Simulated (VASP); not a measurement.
Crystal: SiW.

```
Si W
1.0
     3.27980    0.00000    0.00000
     0.00000    3.27980    0.00000
     0.00000    0.00000    3.27980
Si W
1 1
Direct
  0.00000 0.00000 0.00000
  0.50000 0.50000 0.50000
```

- Program: VASP 6.6.1
- Task: relaxation of cell and atoms
- Functional: PBE
- Potentials or basis: VASP PAW PBE potentials, release 64 (Si, W_sv)
- Cutoff: 600 eV
- k mesh: 6 × 6 × 6
- Occupations: gaussian, width 0.1 eV
- Spin: no spin polarisation

At the start: pressure -30.1 GPa; volume 17.64 Å³/atom.

Question: Where does the relaxation end?

Answer: Over 5 steps the energy falls by 365.7 meV/atom and the volume is 14.40 Å³/atom (-18.4 %); space group Pm-3m (No. 221, to 0.05 Å).

Step by step:
| step | energy change (eV) | largest force (eV/Å) | pressure (GPa) | volume (Å³) |
| --- | --- | --- | --- | --- |
| 1 | 0.0000 | 0.0000 | -30.11 | 35.28 |
| 2 | 1.8883 | 0.0000 | 140.08 | 20.92 |
| 3 | -0.7242 | 0.0000 | -4.13 | 29.34 |
| 4 | -0.7307 | 0.0000 | -1.35 | 28.97 |
| 5 | -0.7314 | 0.0000 | 0.01 | 28.80 |

Final structure:
```cif
data_structure
_symmetry_space_group_name_H-M 'P 1'
_symmetry_Int_Tables_number 1
_cell_length_a 3.0651
_cell_length_b 3.0651
_cell_length_c 3.0651
_cell_angle_alpha 90.000
_cell_angle_beta 90.000
_cell_angle_gamma 90.000
_cell_volume 28.80
loop_
_atom_site_label
_atom_site_type_symbol
_atom_site_fract_x
_atom_site_fract_y
_atom_site_fract_z
_atom_site_occupancy
Si1 Si 0.00000 0.00000 0.00000 1
W1 W 0.50000 0.50000 0.50000 1
```

Caveat: the volume moved by over 15 % at a fixed basis, so the end points are rough.
